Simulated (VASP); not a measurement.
A run of VASP 6.6.1 is set up as follows.

Contents of INCAR:

```
SYSTEM = W
PREC = Accurate
ENCUT = 520
EDIFF = 1E-8
ISMEAR = -1
SIGMA = 0.05
LREAL = .False.
LASPH = .True.
NELM = 60
ALGO = Normal
ISIF = 2
LWAVE = .False.
LCHARG = .False.
GGA = PS
LEFG = .True.
NBANDS = 13
```

Contents of KPOINTS:

```
Automatic mesh
0
Gamma
  14 14 14
  0 0 0
```

The input POSCAR:

```
W
1.0
    0.0000000000      2.0300000000      2.0300000000
    2.0300000000      0.0000000000      2.0300000000
    2.0300000000      2.0300000000      0.0000000000
W
1
Direct
    0.0000000000      0.0000000000      0.0000000000
```

Potentials or basis: VASP PAW PBE potentials, release 64 (W_sv).

Run with:

```console
$ cat potpaw_PBE.64/W_sv/POTCAR > POTCAR
$ mpirun -np 1 vasp_std > vasp.out
```

Question: What does it give for the pressure?

Answer: -12.2 GPa.

Question: Predict the band gap on the k mesh.

Answer: Zero (band 7 reaches 13.02 eV, above the bottom of band 8 at 9.52 eV).

Caveat: without QUAD_EFG the Cq values of the log hold for a quadrupole moment of 1 mb, not for the nuclei; the PAW data sets were made with another functional, which shifts forces and pressure a little; spin-orbit coupling is left out, which moves the levels of the heavy elements.
